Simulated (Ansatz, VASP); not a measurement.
CuO: VASP beside Ansatz

```
Cu O
1.0
     4.16094    0.00000    0.00000
     0.00000    4.16094    0.00000
     0.00000    0.00000    3.88764
Cu O
3 3
Direct
  0.50000 0.00000 0.50000
  0.00000 0.50000 0.50000
  0.00000 0.00000 0.00000
  0.00000 0.00000 0.50000
  0.50000 0.00000 0.00000
  0.00000 0.50000 0.00000
```

Alike in both runs: functional LDA; k mesh 7 × 7 × 7; occupations fermi-dirac, width 0.05 eV; no spin polarisation.

```csv
,VASP,Ansatz
version,VASP 6.6.1,Ansatz 0.2.0
potentials or method,"VASP PAW LDA potentials, release 64 (Cu, O)",Ansatz PAW
plane-wave cutoff (eV),520,420
valence electrons in the cell,51,75
task,single point,band structure
```

Ansatz gave:

- gap on the k mesh at the Fermi level (eV): none
- pressure (GPa): -11.5
- traceless stress, the component that is largest in VASP (GPa): -4.80

Which values does VASP return?

gap on the k mesh at the Fermi level (eV): none; pressure (GPa): -10.8; traceless stress, the component that is largest in VASP (GPa): -4.23.

LDA's correlation is that of Perdew and Zunger in VASP and of Perdew and Wang (1992) in Ansatz. A gap of «none» marks a metal or a gap that the smearing closes. VASP's potentials hold 51 valence electrons a cell and Ansatz's 75, so a difference there can come from the potentials and not from the codes.
